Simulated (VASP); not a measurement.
# Ru (P6_3/mmc) in VASP: further runs

Runs on Ru. Level: PBE. Tasks: single point.

Program: VASP 6.6.1. These are calculated values, not measurements. Logs are shortened: lines on timing, memory, paths and dates and some standing lists are left out, and cuts for length are marked.

## 1. The cell of the first run

Symmetry: P6_3/mmc, No. 194, hexagonal system. Conventional cell: a = 2.706 Å, b = 2.706 Å, c = 4.153 Å, α = 90.00°, β = 90.00°, γ = 120.00°. Ru (site symmetry -6m2) has 12 Ru at 2.60 to 2.71 Å within 3.4 Å.

## 2. Single point, PBE (zz strain of -3 %)

Input file INCAR:

```
SYSTEM = Ru
PREC = Accurate
ENCUT = 520
EDIFF = 1E-6
ISMEAR = -1
SIGMA = 0.03
LREAL = .False.
LASPH = .True.
NELM = 80
ALGO = Normal
ISIF = 2
LWAVE = .False.
LCHARG = .False.
GGA = PE
NBANDS = 21
```

Input file KPOINTS:

```
regular mesh
0
Gamma
  14 14 8
  0 0 0
```

Input file POSCAR:

```
Ru
1.0
    2.7057993342      0.0000000000      0.0000000000
   -1.3528996671      2.3432909610      0.0000000000
    0.0000000000      0.0000000000      4.1534430000
Ru
2
Direct
    0.3333333333      0.6666666667      0.2500000000
    0.6666666667      0.3333333333      0.7500000000
```

Potentials or basis: VASP PAW PBE potentials, release 64 (Ru_pv).

The run is started by

```console
> cat potpaw_PBE.64/Ru_pv/POTCAR > POTCAR
> mpirun -np 1 vasp_std > vasp.out
```

OUTCAR:

```text
SYSTEM = Ru
   PREC = Accurate
   ENCUT = 520
   EDIFF = 1E-6
   ISMEAR = -1
   LREAL = .False.
   LASPH = .True.
   NELM = 80
   ISIF = 2
   GGA = PE

 ion  position               nearest neighbor table
   1  0.333  0.667  0.250-   2 2.60   2 2.60   2 2.60   2 2.60   2 2.60   2 2.60
   2  0.667  0.333  0.750-   1 2.60   1 2.60   1 2.60   1 2.60   1 2.60   1 2.60

  LATTYP: Found a hexagonal cell.
 ALAT       =     2.7057993342
 C/A-ratio  =     1.5350151608

  Lattice vectors:

 A1 = (   2.7057993342,   0.0000000000,   0.0000000000)
 A2 = (  -1.3528996671,   2.3432909610,   0.0000000000)
 A3 = (   0.0000000000,   0.0000000000,   4.1534430000)

Analysis of symmetry for initial positions (statically):
=====================================================================
 Subroutine PRICEL returns:
 Original cell was already a primitive cell.

 Routine SETGRP: Setting up the symmetry group for a
 hexagonal supercell.

 Subroutine GETGRP returns: Found 24 space group operations
 (whereof 12 operations were pure point group operations)
 out of a pool of 24 trial point group operations.

The static configuration has the point symmetry D_3d.
 The point group associated with its full space group is D_6h.

Analysis of symmetry for dynamics (positions and initial velocities):
=====================================================================
 Subroutine PRICEL returns:
 Original cell was already a primitive cell.

 Routine SETGRP: Setting up the symmetry group for a
 hexagonal supercell.

 Subroutine GETGRP returns: Found 24 space group operations
 (whereof 12 operations were pure point group operations)
 out of a pool of 24 trial point group operations.

The dynamic configuration has the point symmetry D_3d.
 The point group associated with its full space group is D_6h.

 Subroutine INISYM returns: Found 24 space group operations
 (whereof 12 operations are pure point group operations),
 and found     1 'primitive' translations

----------------------------------------------------------------------------------------

                                     Primitive cell

  volume of cell :      26.3348

  direct lattice vectors                    reciprocal lattice vectors
     2.705799334  0.000000000  0.000000000     0.369576556  0.213375124  0.000000000
    -1.352899667  2.343290961  0.000000000     0.000000000  0.426750249  0.000000000
     0.000000000  0.000000000  4.153443000     0.000000000  0.000000000  0.240764108

  length of vectors
[... 80 lines left out ...]
   ENCUT  =  520.0 eV  38.22 Ry    6.18 a.u.   5.03  5.03  7.72*2*pi/ulx,y,z
   NELM   =     80;   NELMIN=  2; NELMDL= -5     # of ELM steps
   EDIFF  = 0.1E-05   stopping-criterion for ELM
   LREAL  =      F    real-space projection
   EDIFFG = 0.1E-04   stopping-criterion for IOM
   NSW    =      0    number of steps for IOM
   IBRION =     -1    ionic relax: 0-MD 1-quasi-New 2-CG
   NFREE  =      0    steps in history (QN), initial steepest desc. (CG)
   ISIF   =      2    stress and relaxation
   ISYM   =      2    0-nonsym 1-usesym 2-fastsym
   POTIM  = 0.5000    time-step for ionic-motion
   TEBEG  =    0.0;   TEEND  =   0.0 temperature during run
   PSTRESS=    0.0 pullay stress
   NELECT =      28.0000    total number of electrons
   NUPDOWN=      -1.0000    fix difference up-down
   EMIN   =  10.00;   EMAX   =-10.00  energy-range for DOS
   EFERMI =   0.00;   METHOD = LEGACY
   ISMEAR =    -1;   SIGMA  =   0.03  broadening in eV -4-tet -1-fermi 0-gaus
   EFERMI_NEDOS =   21; number of points for ismear=-14 and -15
   IALGO  =     38    algorithm
   IMIX   =      4    mixing-type and parameters
     AMIX     =   0.40;   BMIX     =  1.00
     AMIX_MAG =   1.60;   BMIX_MAG =  1.00
  volume/ion in A,a.u.               =      13.17        88.86
  Fermi-wavevector in a.u.,A,eV,Ry     =   1.670901  3.157546 37.986262  2.791911
  Thomas-Fermi vector in A             =   2.756318
   LORBIT       =      0    0 simple, 1 ext, 2 COOP (PROOUT), +10 PAW based schemes
   GGA     = PE    functional components
   LHFCALC =     F    Hartree Fock is set to
   AEXX    =    0.0000 exact exchange contribution
   IVDW    =     0    specifies the selected vdW correction
   LEPSILON=     F    determine dielectric tensor
   LRPA    =     F    only Hartree local field effects (RPA)
 non-spin polarized calculation
  energy-cutoff  :      520.00
  volume of cell :       26.33
 maximum number of plane-waves:       724
 NGX is ok and might be reduce to    20
   NGX =  9   NGY =  9   NGZ = 15

 number of electron      28.0000001 magnetization

 Free energy of the ion-electron system (eV)
  ---------------------------------------------------
  ext. energy  EPLUGINS =         0.00000000
  ---------------------------------------------------
  free energy    TOTEN  =       -18.38627171 eV

  energy without entropy =      -18.38063251  energy(sigma->0) =      -18.38345211

 E-fermi :  13.4209     XC(G=0): -14.3087

 val. band max:       13.4204542053   @ k =   0.0714   0.0000   0.0000
 cond. band min:      13.4247791383   @ k =   0.2857   0.0000   0.0000
 fundamental gap:      0.0043249330
 Fermi energy:        13.4208986787

 k-point     1 :       0.0000    0.0000    0.0000
  band No.  band energies     occupation
      1     -30.4151      2.00000
      2     -29.3771      2.00000
      3     -29.3771      2.00000
      4     -29.1586      2.00000
      5     -29.1586      2.00000
      6     -29.0724      2.00000
[... 565 lines left out ...]
     20      23.7881      0.00000
     21      23.7882      0.00000

 [... further k-points ...]

------------------------ aborting loop because EDIFF is reached ----------------------------------------

  FORCE on cell =-STRESS in cart. coord.  units (eV):
  Direction    XX          YY          ZZ          XY          YZ          ZX
  --------------------------------------------------------------------------------------
  -------------------------------------------------------------------------------------
  Total        1.8435892      1.8435892      4.3280762     -0.0000000      0.0000000      0.0000000
  in kB      112.1617228    112.1617229    263.3148958     -0.0000000      0.0000000      0.0000000
  external PRESSURE =     162.5461138 kB  Pullay stress =       0.0000000 kB

 VOLUME and BASIS-vectors are now :
 -----------------------------------------------------------------------------
  energy-cutoff  :      520.00
  volume of cell :       26.33
      direct lattice vectors                 reciprocal lattice vectors
     2.705799334  0.000000000  0.000000000     0.369576556  0.213375124  0.000000000
    -1.352899667  2.343290961  0.000000000     0.000000000  0.426750249  0.000000000
     0.000000000  0.000000000  4.153443000     0.000000000  0.000000000  0.240764108

 POSITION                                       TOTAL-FORCE (eV/Angst)
 -----------------------------------------------------------------------------------
     -0.00000      1.56219      1.03836        -0.000000      0.000000      0.000000
      1.35290      0.78110      3.11508         0.000000     -0.000000      0.000000
 -----------------------------------------------------------------------------------
    total drift:                               -0.000000      0.000000     -0.000000

  FREE ENERGIE OF THE ION-ELECTRON SYSTEM (eV)
  ---------------------------------------------------
  free  energy   TOTEN  =       -18.3862717056 eV

  energy  without entropy=      -18.3806325051  energy(sigma->0) =      -18.38345211
```

Wall time 56 s (1 thread of Intel Xeon 8259CL, shared host); peak memory 0.17 GiB.

What came out:

```yaml
Free_energy: -18.3863 eV
Pressure: 16.3 GPa
Band_gap_on_the_k_mesh: zero (bands 14 and 15 overlap by 3.38 eV)
```

Caveat: the cell differs from its parent crystal (zz strain of -3 %); the stress differs along the axes, from 11 to 26 GPa.

## 3. Single point, PBE (zz strain of -2 %)

Input file INCAR:

```
SYSTEM = Ru
  PREC = Accurate
  ENCUT = 520
  EDIFF = 1E-6
  ISMEAR = -1
  SIGMA = 0.03
  LREAL = .FALSE.
  LASPH = .TRUE.
  NELM = 100
  ALGO = Normal
  ISIF = 2
  LWAVE = .FALSE.
  LCHARG = .TRUE.
  GGA = PE
  LELF = .TRUE.
  LVHAR = .TRUE.
  NBANDS = 21
```

Input file KPOINTS:

```
Automatic mesh
0
G
  14 14 8
  0 0 0
```

POSCAR, as its differences from that of step 2:

```diff
@@ -4,3 +4,3 @@
    -1.3528996671      2.3432909610      0.0000000000
-    0.0000000000      0.0000000000      4.1534430000
+    0.0000000000      0.0000000000      4.1962620000
 Ru
```

Potentials or basis: VASP PAW PBE potentials, release 64 (Ru_pv).

The run is started by

```console
> cat potpaw_PBE.64/Ru_pv/POTCAR > POTCAR
> mpirun -np 1 vasp_std > vasp.out
```

It took 71 s on 1 thread of Intel Xeon 8259CL, shared host; peak memory 0.18 GiB.

Results (log left out):

| Item | Value |
| --- | --- |
| Free energy | -18.4240 eV |
| Pressure | 12.0 GPa |
| Band gap on the k mesh | zero (bands 14 and 15 overlap by 3.29 eV) |

Stress tensor (GPa, compression positive):
```
 8.96  0.00  0.00
 0.00  8.96  0.00
 0.00  0.00 18.10
```

Levels at points of the mesh, in eV from the Fermi level:
```csv
k point,band 12,band 13,band 14,band 15,band 16,band 17
"(0.00, 0.00, 0.00)",-1.95,-1.95,-1.59,-1.59,1.21,1.21
"(0.50, 0.00, 0.00)",-1.90,-1.45,1.35,1.83,2.07,4.12
"(0.00, 0.00, 0.50)",-2.92,-2.66,-2.66,0.58,0.58,0.58
"(0.50, 0.00, 0.50)",-1.17,0.45,0.45,1.64,1.64,3.45
```

Caveat: the cell differs from its parent crystal (zz strain of -2 %); the stress differs along the axes, from 9 to 18 GPa.

## 4. Single point, PBE (zz strain of -1 %)

Input file INCAR:

```
SYSTEM = Ru
  ALGO = Normal
  EDIFF = 1E-7
  ENCUT = 520
  GGA = PE
  ISIF = 2
  ISMEAR = -1
  LASPH = .True.
  LCHARG = .False.
  LREAL = .False.
  LWAVE = .False.
  NBANDS = 21
  NELM = 60
  PREC = Accurate
  SIGMA = 0.03
```

Input file KPOINTS:

```
k-points
0
Gamma
  14 14 8
  0 0 0
```

POSCAR, as its differences from that of step 3:

```diff
@@ -4,3 +4,3 @@
    -1.3528996671      2.3432909610      0.0000000000
-    0.0000000000      0.0000000000      4.1962620000
+    0.0000000000      0.0000000000      4.2390810000
 Ru
```

The run is started by

```console
> cat potpaw_PBE.64/Ru_pv/POTCAR > POTCAR
> mpirun -np 1 vasp_std > vasp.out
```

It took 89 s on 1 thread of Intel Xeon 8259CL, shared host; peak memory 0.17 GiB.

The run converged. Its results:

```
Free energy            : -18.4483 eV
Pressure               : 8.1 GPa
Band gap on the k mesh : zero (bands 14 and 15 overlap by 3.21 eV)
```

Stress tensor (GPa, compression positive):
```
 6.91  0.00  0.00
 0.00  6.91  0.00
 0.00  0.00 10.43
```

Levels at points of the mesh, in eV from the Fermi level:
```csv
k point,band 10,band 11,band 12,band 13,band 14,band 15,band 16,band 17,band 18,band 19
"(0.00, 0.00, 0.00)",-2.64,-2.36,-1.92,-1.92,-1.48,-1.48,1.20,1.20,1.43,10.39
"(0.50, 0.00, 0.00)",-3.13,-2.03,-1.84,-1.48,1.40,1.84,2.00,4.10,6.18,10.41
"(0.00, 0.00, 0.50)",-2.83,-2.83,-2.83,-2.68,-2.68,0.57,0.57,0.57,0.57,10.41
"(0.50, 0.00, 0.50)",-4.55,-1.11,-1.11,0.46,0.46,1.67,1.67,3.43,3.43,10.40
```

Caveat: the cell differs from its parent crystal (zz strain of -1 %); the cell stands under pressure.

## 5. Single point, PBE (zz strain of +1 %)

INCAR, as its differences from that of step 4:

```diff
@@ -2,3 +2,3 @@
   ALGO = Normal
-  EDIFF = 1E-7
+  EDIFF = 1E-6
   ENCUT = 520
@@ -12,3 +12,3 @@
   NBANDS = 21
-  NELM = 60
+  NELM = 100
   PREC = Accurate
```

KPOINTS is that of step 4.

POSCAR, as its differences from that of step 4:

```diff
@@ -4,3 +4,3 @@
    -1.3528996671      2.3432909610      0.0000000000
-    0.0000000000      0.0000000000      4.2390810000
+    0.0000000000      0.0000000000      4.3247190000
 Ru
```

The run is started by

```console
> cat potpaw_PBE.64/Ru_pv/POTCAR > POTCAR
> mpirun -np 1 vasp_std > vasp.out
```

Run time: 83 s. Hardware: 1 thread of Intel Xeon 8259CL, shared host; peak memory 0.17 GiB.

Results (log left out):

| Property | Result |
| --- | --- |
| Free energy | -18.4605 eV |
| Pressure | 1.1 GPa |
| Band gap on the k mesh | zero (bands 14 and 15 overlap by 3.09 eV) |

Stress tensor (GPa, compression positive):
```
 3.26  0.00  0.00
 0.00  3.26  0.00
 0.00  0.00 -3.11
```

Levels at points of the mesh, in eV from the Fermi level:
```csv
k point,band 11,band 12,band 13,band 14,band 15,band 16,band 17,band 18
"(0.00, 0.00, 0.00)",-2.46,-1.88,-1.88,-1.28,-1.28,1.18,1.18,1.19
"(0.50, 0.00, 0.00)",-2.09,-1.72,-1.53,1.48,1.86,1.87,4.05,6.11
"(0.00, 0.00, 0.50)",-2.67,-2.67,-2.67,-2.67,0.55,0.55,0.55,0.55
"(0.50, 0.00, 0.50)",-0.99,-0.99,0.46,0.46,1.72,1.72,3.38,3.38
```

Caveat: the cell differs from its parent crystal (zz strain of +1 %); the stress differs along the axes, from -3 to 3 GPa.

## 6. Overview

| cell | gap on the mesh (eV) | pressure (GPa) |
| --- | --- | --- |
| a = 2.706, b = 2.706, c = 4.153 Å, angles 90.0, 90.0, 120.0°, 2 atoms | none | 16.3 |
| a = 2.706, b = 2.706, c = 4.196 Å, angles 90.0, 90.0, 120.0°, 2 atoms | none | 12.0 |
| a = 2.706, b = 2.706, c = 4.239 Å, angles 90.0, 90.0, 120.0°, 2 atoms | none | 8.1 |
| a = 2.706, b = 2.706, c = 4.325 Å, angles 90.0, 90.0, 120.0°, 2 atoms | none | 1.1 |

Alike in all rows: task single point; level PBE; potentials or basis VASP PAW PBE potentials, release 64 (Ru_pv); no spin polarisation; k mesh 14 × 14 × 8; cutoff (eV) 520; smearing fermi-dirac 0.03 eV.

Caveats: the stress differs along the axes, from 11 to 26 GPa (at least some runs); the stress differs along the axes, from 9 to 18 GPa (at least some runs); the cell stands under pressure (at least some runs); the stress differs along the axes, from -3 to 3 GPa (at least some runs).

Total energies depend on the potentials used, so only differences within one code and one set of settings carry meaning.

The gap in the log of VASP goes by the Fermi energy; the results here count the filled bands.